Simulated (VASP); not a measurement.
# AgI (P6_3mc) in VASP: settings compared, part 2 of 2

VASP 6.6.1. The steps go on from the part before.

## (5) Single point, r2SCAN (34.52 Å³/atom)

This run uses another cell than the first one, of 34.52 Å³/atom.

POSCAR reads:

```
AgI
1.0
    4.6037617179      0.0000000000      0.0000000000
   -2.3018808590      3.9869746007      0.0000000000
    0.0000000000      0.0000000000      7.5229462456
Ag I
2 2
Direct
    0.6666666667      0.3333333333      0.6275238171
    0.3333333333      0.6666666667      0.1275238171
    0.6666666667      0.3333333333      0.0024761829
    0.3333333333      0.6666666667      0.5024761829
```

INCAR.step1 reads:

```
PREC = Accurate
ENCUT = 550
ISMEAR = 0
SIGMA = 0.01
LREAL = False
LASPH = True
NELM = 120
NBANDS = 26
GGA = PE
ALGO = Normal
EDIFF = 1E-5
LWAVE = True
LCHARG = False
GGA_COMPAT = False
```

INCAR.step2 reads:

```
PREC = Accurate
ENCUT = 550
EDIFF = 1E-6
ISMEAR = 0
SIGMA = 0.01
LREAL = False
LASPH = True
NELM = 120
ALGO = Normal
ISIF = 2
LWAVE = False
LCHARG = False
METAGGA = R2SCAN
LMIXTAU = True
NBANDS = 26
ISTART = 1
GGA_COMPAT = False
```

KPOINTS reads:

```
regular mesh
0
Gamma
  6 6 4
```

Potentials or basis: VASP PAW PBE potentials, release 64 (Ag, I).

On the command line:

```sh
$ cat potpaw_PBE.64/Ag/POTCAR potpaw_PBE.64/I/POTCAR > POTCAR
$ cp INCAR.step1 INCAR
$ mpirun -np 1 vasp_std > vasp.out
$ cp INCAR.step2 INCAR
$ mpirun -np 1 vasp_std > vasp.out
```

OUTCAR:

```text
PREC = Accurate
   ENCUT = 550
   EDIFF = 1E-6
   ISMEAR = 0
   LREAL = False
   LASPH = True
   NELM = 120
   ISIF = 2
   METAGGA = R2SCAN
   ISTART = 1

 ion  position               nearest neighbor table
   1  0.667  0.333  0.628-   4 2.82   4 2.82   4 2.82   3 2.82
   2  0.333  0.667  0.128-   3 2.82   3 2.82   3 2.82   4 2.82
   3  0.667  0.333  0.002-   2 2.82   2 2.82   2 2.82   1 2.82
   4  0.333  0.667  0.502-   1 2.82   1 2.82   1 2.82   2 2.82

  LATTYP: Found a hexagonal cell.
 ALAT       =     4.6037617179
 C/A-ratio  =     1.6340867983

  Lattice vectors:

 A1 = (   4.6037617179,   0.0000000000,   0.0000000000)
 A2 = (  -2.3018808590,   3.9869746007,   0.0000000000)
 A3 = (   0.0000000000,   0.0000000000,   7.5229462456)

Analysis of symmetry for initial positions (statically):
=====================================================================
 Subroutine PRICEL returns:
 Original cell was already a primitive cell.

 Routine SETGRP: Setting up the symmetry group for a
 hexagonal supercell.

 Subroutine GETGRP returns: Found 12 space group operations
 (whereof  6 operations were pure point group operations)
 out of a pool of 24 trial point group operations.

The static configuration has the point symmetry C_3v.
 The point group associated with its full space group is C_6v.

Analysis of symmetry for dynamics (positions and initial velocities):
=====================================================================
 Subroutine PRICEL returns:
 Original cell was already a primitive cell.

 Routine SETGRP: Setting up the symmetry group for a
 hexagonal supercell.

 Subroutine GETGRP returns: Found 12 space group operations
 (whereof  6 operations were pure point group operations)
 out of a pool of 24 trial point group operations.

The dynamic configuration has the point symmetry C_3v.
 The point group associated with its full space group is C_6v.

 Subroutine INISYM returns: Found 12 space group operations
 (whereof  6 operations are pure point group operations),
 and found     1 'primitive' translations

----------------------------------------------------------------------------------------

                                     Primitive cell

  volume of cell :     138.0843

  direct lattice vectors                    reciprocal lattice vectors
     4.603761718  0.000000000  0.000000000     0.217213675  0.125408374  0.000000000
    -2.301880859  3.986974601  0.000000000     0.000000000  0.250816747  0.000000000
     0.000000000  0.000000000  7.522946246     0.000000000  0.000000000  0.132926644

  length of vectors
     4.603761718  4.603761718  7.522946246     0.250816747  0.250816747  0.132926644

  position of ions in fractional coordinates (direct lattice)
     0.666666667  0.333333333  0.627523817
     0.333333333  0.666666667  0.127523817
     0.666666667  0.333333333  0.002476183
     0.333333333  0.666666667  0.502476183

  ion indices of the primitive-cell ions
   primitive index   ion index
                 1           1
                 2           2
                 3           3
                 4           4

----------------------------------------------------------------------------------------

 KPOINTS: regular mesh

Automatic generation of k-mesh.
 Grid dimensions read from file:
 generate k-points for:    6    6    4

 Generating k-lattice:

  Cartesian coordinates                     Fractional coordinates (reciprocal lattice)
     0.036202279  0.020901396  0.000000000     0.166666667 -0.000000000  0.000000000
     0.000000000  0.041802791  0.000000000     0.000000000  0.166666667  0.000000000
     0.000000000  0.000000000  0.033231661     0.000000000  0.000000000  0.250000000

  Length of vectors
     0.041802791  0.041802791  0.033231661

  Shift w.r.t. Gamma in fractional coordinates (k-lattice)
     0.000000000  0.000000000  0.000000000

 Subroutine IBZKPT returns following result:
 ===========================================

 Found     21 irreducible k-points:

 Following reciprocal coordinates:
            Coordinates               Weight
  0.000000  0.000000  0.000000      1.000000
  0.166667  0.000000  0.000000      6.000000
  0.333333  0.000000  0.000000      6.000000
  0.500000  0.000000  0.000000      3.000000
  0.166667  0.166667  0.000000      6.000000
  0.333333  0.166667  0.000000     12.000000
[... 13 lines left out ...]
  0.333333  0.166667  0.500000     12.000000
  0.333333  0.333333  0.500000      2.000000
   k-points           NKPTS =     21   k-points in BZ     NKDIM =     21   number of bands    NBANDS=     26
   number of dos      NEDOS =    301   number of ions     NIONS =      4
   total plane-waves  NPLWV =  77760
   dimension x,y,z NGX =    36 NGY =   36 NGZ =   60
   dimension x,y,z NGXF=    72 NGYF=   72 NGZF=  120
   ions per type =               2   2
   NGX,Y,Z   is equivalent  to a cutoff of  13.00, 13.00, 13.26 a.u.
   NGXF,Y,Z  is equivalent  to a cutoff of  26.00, 26.00, 26.52 a.u.
 SYSTEM =  unknown system
   PREC   = accura    normal or accurate (medium, high low for compatibility)
   ISTART =      1    job   : 0-new  1-cont  2-samecut
   ICHARG =      0    charge: 1-file 2-atom 10-const
   ISPIN  =      1    spin polarized calculation?
   LNONCOLLINEAR =      F non collinear calculations
   LSORBIT =      F    spin-orbit coupling
   LASPH  =      T    aspherical Exc in radial PAW
   ENCUT  =  550.0 eV  40.42 Ry    6.36 a.u.   8.80  8.80 14.39*2*pi/ulx,y,z
   NELM   =    120;   NELMIN=  2; NELMDL=  0     # of ELM steps
   EDIFF  = 0.1E-05   stopping-criterion for ELM
   LREAL  =      F    real-space projection
   EDIFFG = 0.1E-04   stopping-criterion for IOM
   NSW    =      0    number of steps for IOM
   IBRION =     -1    ionic relax: 0-MD 1-quasi-New 2-CG
   NFREE  =      0    steps in history (QN), initial steepest desc. (CG)
   ISIF   =      2    stress and relaxation
   ISYM   =      2    0-nonsym 1-usesym 2-fastsym
   POTIM  = 0.5000    time-step for ionic-motion
   TEBEG  =    0.0;   TEEND  =   0.0 temperature during run
   PSTRESS=    0.0 pullay stress
   NELECT =      36.0000    total number of electrons
   NUPDOWN=      -1.0000    fix difference up-down
   EMIN   =  10.00;   EMAX   =-10.00  energy-range for DOS
   EFERMI =   0.00;   METHOD = LEGACY
   ISMEAR =     0;   SIGMA  =   0.01  broadening in eV -4-tet -1-fermi 0-gaus
   EFERMI_NEDOS =   21; number of points for ismear=-14 and -15
   IALGO  =     38    algorithm
   IMIX   =      4    mixing-type and parameters
     AMIX     =   0.40;   BMIX     =  1.00
     AMIX_MAG =   1.60;   BMIX_MAG =  1.00
  volume/ion in A,a.u.               =      34.52       232.96
  Fermi-wavevector in a.u.,A,eV,Ry     =   1.045830  1.976331 14.881501  1.093759
  Thomas-Fermi vector in A             =   2.180642
   LORBIT       =      0    0 simple, 1 ext, 2 COOP (PROOUT), +10 PAW based schemes
   METAGGA = R2SCAN    functional components
   LHFCALC =     F    Hartree Fock is set to
   AEXX    =    0.0000 exact exchange contribution
   IVDW    =     0    specifies the selected vdW correction
   LEPSILON=     F    determine dielectric tensor
   LRPA    =     F    only Hartree local field effects (RPA)
 non-spin polarized calculation
 Gauss-broadening in eV      SIGMA  =   0.01
  energy-cutoff  :      550.00
  volume of cell :      138.08
 maximum number of plane-waves:      4068
 NGX is ok and might be reduce to    36
   NGX = 17   NGY = 17   NGZ = 29

 number of electron      36.0000006 magnetization

 Free energy of the ion-electron system (eV)
  ---------------------------------------------------
  ext. energy  EPLUGINS =         0.00000000
  ---------------------------------------------------
  free energy    TOTEN  =       -93.04222465 eV

  energy without entropy =      -93.04222465  energy(sigma->0) =      -93.04222465

 E-fermi :   2.8442     XC(G=0):  -8.8995

 val. band max:        2.7878892520   @ k =   0.0000   0.0000   0.0000
 cond. band min:       4.6188802219   @ k =   0.0000   0.0000   0.0000
 fundamental gap:      1.8309909698
 Fermi energy:         2.8441759796

 k-point     1 :       0.0000    0.0000    0.0000
  band No.  band energies     occupation
      1     -10.3801      2.00000
      2     -10.0811      2.00000
      3      -1.4802      2.00000
      4      -1.4786      2.00000
      5      -1.4786      2.00000
      6      -1.3952      2.00000
[... 598 lines left out ...]
     25      11.3618      0.00000
     26      11.3618      0.00000

------------------------ aborting loop because EDIFF is reached ----------------------------------------

  FORCE on cell =-STRESS in cart. coord.  units (eV):
  Direction    XX          YY          ZZ          XY          YZ          ZX
  --------------------------------------------------------------------------------------
  -------------------------------------------------------------------------------------
  Total        0.7096278      0.7096278      0.7211684     -0.0000000      0.0000000      0.0000000
  in kB        8.2337360      8.2337360      8.3676402     -0.0000000      0.0000000      0.0000000
  external PRESSURE =       8.2783707 kB  Pullay stress =       0.0000000 kB

 VOLUME and BASIS-vectors are now :
 -----------------------------------------------------------------------------
  energy-cutoff  :      550.00
  volume of cell :      138.08
      direct lattice vectors                 reciprocal lattice vectors
     4.603761718  0.000000000  0.000000000     0.217213675  0.125408374  0.000000000
    -2.301880859  3.986974601  0.000000000     0.000000000  0.250816747  0.000000000
     0.000000000  0.000000000  7.522946246     0.000000000  0.000000000  0.132926644

 POSITION                                       TOTAL-FORCE (eV/Angst)
 -----------------------------------------------------------------------------------
      2.30188      1.32899      4.72083         0.000000     -0.000000      0.001871
     -0.00000      2.65798      0.95935         0.000000      0.000000      0.001871
      2.30188      1.32899      0.01863        -0.000000      0.000000     -0.001871
     -0.00000      2.65798      3.78010         0.000000     -0.000000     -0.001871
 -----------------------------------------------------------------------------------
    total drift:                               -0.000000     -0.000000     -0.003553

  FREE ENERGIE OF THE ION-ELECTRON SYSTEM (eV)
  ---------------------------------------------------
  free  energy   TOTEN  =       -93.0422246469 eV

  energy  without entropy=      -93.0422246469  energy(sigma->0) =      -93.04222465
```

Run time: 1.9 min. Hardware: 1 thread of Intel Xeon 6975P-C (Granite Rapids), shared host; peak memory 0.33 GiB.

What came out:

| Quantity | Value |
| --- | --- |
| Free energy | -93.0422 eV |
| Pressure | 0.8 GPa |
| Band gap on the k mesh | 1.83 eV |

Caveat: the PAW data sets were made with another functional, which shifts forces and pressure a little; spin-orbit coupling is left out, which moves the levels of the heavy elements.

## (6) Single point, r2SCAN

This run uses another cell than the first one, of 35.59 Å³/atom.

POSCAR reads:

```
AgI
1.0
    4.6507421231      0.0000000000      0.0000000000
   -2.3253710616      4.0276608251      0.0000000000
    0.0000000000      0.0000000000      7.5997163055
Ag I
2 2
Direct
    0.6666666667      0.3333333333      0.6275238171
    0.3333333333      0.6666666667      0.1275238171
    0.6666666667      0.3333333333      0.0024761829
    0.3333333333      0.6666666667      0.5024761829
```

INCAR.step1 reads:

```
SYSTEM = AgI
  ALGO = Normal
  EDIFF = 1E-5
  ENCUT = 550
  GGA = PE
  GGA_COMPAT = .False.
  ISMEAR = 0
  LASPH = .True.
  LCHARG = .False.
  LREAL = .False.
  LWAVE = .True.
  NBANDS = 26
  NELM = 120
  PREC = Accurate
  SIGMA = 0.01
```

INCAR.step2 reads:

```
SYSTEM = AgI
  ALGO = Normal
  EDIFF = 1E-6
  ENCUT = 550
  GGA_COMPAT = .False.
  ISIF = 2
  ISMEAR = 0
  ISTART = 1
  LASPH = .True.
  LCHARG = .False.
  LMIXTAU = .True.
  LREAL = .False.
  LWAVE = .False.
  METAGGA = R2SCAN
  NBANDS = 26
  NELM = 120
  PREC = Accurate
  SIGMA = 0.01
```

KPOINTS reads:

```
k-points
0
Gamma
  6 6 4
  0 0 0
```

Potentials or basis: VASP PAW PBE potentials, release 64 (Ag, I).

On the command line:

```sh
$ cat potpaw_PBE.64/Ag/POTCAR potpaw_PBE.64/I/POTCAR > POTCAR
$ cp INCAR.step1 INCAR
$ mpirun -np 1 vasp_std > vasp.out
$ cp INCAR.step2 INCAR
$ mpirun -np 1 vasp_std > vasp.out
```

Run time: 1.9 min. Hardware: 1 thread of Intel Xeon 6975P-C (Granite Rapids), shared host; peak memory 0.33 GiB.

It converged, with:

| Property | Result |
| --- | --- |
| Free energy | -93.0524 eV |
| Pressure | -0.1 GPa |
| Band gap on the k mesh | 1.83 eV |

Levels at points of the mesh, in eV from the valence-band top:
```tsv
k point	band 16	band 17	band 18	band 19	band 20	band 21
(0.00, 0.00, 0.00)	-0.06	0.00	0.00	1.83	3.10	6.29
(0.50, 0.00, 0.00)	-1.70	-0.97	-0.68	3.76	3.98	5.14
(0.00, 0.00, 0.50)	-0.35	-0.35	-0.35	3.10	3.10	6.03
(0.50, 0.00, 0.50)	-1.18	-1.17	-1.17	3.68	3.68	5.28
```

Caveat: the PAW data sets were made with another functional, which shifts forces and pressure a little; spin-orbit coupling is left out, which moves the levels of the heavy elements.

## (7) Overview

| level | cell | cutoff (eV) | gap on the mesh (eV) | pressure (GPa) |
| --- | --- | --- | --- | --- |
| PBE | a = 4.732, b = 4.732, c = 7.740 Å, angles 90.0, 90.0, 120.0°, 4 atoms, atomic positions A | 500 | 1.37 | -0.8 |
| PBE | a = 4.778, b = 4.778, c = 7.815 Å, angles 90.0, 90.0, 120.0°, 4 atoms, atomic positions A | 500 | 1.37 | -1.3 |
| r2SCAN | a = 4.556, b = 4.556, c = 7.445 Å, angles 90.0, 90.0, 120.0°, 4 atoms, atomic positions B | 550 | 1.83 | 2.0 |
| r2SCAN | a = 4.604, b = 4.604, c = 7.523 Å, angles 90.0, 90.0, 120.0°, 4 atoms, atomic positions B | 550 | 1.83 | 0.8 |
| r2SCAN | a = 4.651, b = 4.651, c = 7.600 Å, angles 90.0, 90.0, 120.0°, 4 atoms, atomic positions B | 550 | 1.83 | -0.1 |

Alike in all rows: task single point; potentials or basis VASP PAW PBE potentials, release 64 (Ag, I); no spin polarisation; k mesh 6 × 6 × 4; smearing gaussian 0.01 eV.

Caveats: spin-orbit coupling is left out, which moves the levels of the heavy elements; the PAW data sets were made with another functional, which shifts forces and pressure a little (at least some runs).

Absolute energies hang on the potentials; compare differences alone.
